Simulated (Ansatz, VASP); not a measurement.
**NaSnCl3 in VASP and in Ansatz**

```xyz
5
Lattice="5.5280 0.0000 0.0000 0.0000 5.5280 0.0000 0.0000 0.0000 5.5280" Properties=species:S:1:pos:R:3 pbc="T T T"
Na    0.0000    0.0000    0.0000
Sn    2.7640    2.7640    2.7640
Cl    2.7640    2.7640    0.0000
Cl    2.7640    0.0000    2.7640
Cl    0.0000    2.7640    2.7640
```

Alike in both runs: task single point; functional PBE; k mesh 6 × 6 × 6; occupations fermi-dirac, width 0.02 eV; no spin polarisation.

|  | VASP | Ansatz |
| --- | --- | --- |
| version | VASP 6.6.1 | Ansatz 0.2.0 |
| potentials or method | VASP PAW PBE potentials, release 64 (Na_pv, Sn_d, Cl) | plane waves, PAW |
| plane-wave cutoff (eV) | 520 | 420 |
| valence electrons in the cell | 42 | 44 |

|  | VASP | Ansatz | Ansatz less VASP |
| --- | --- | --- | --- |
| pressure (GPa) | 0.4 | 0.4 | +0.04 |

VASP's potentials hold 42 valence electrons a cell and Ansatz's 44, so a difference there can come from the potentials and not from the codes.
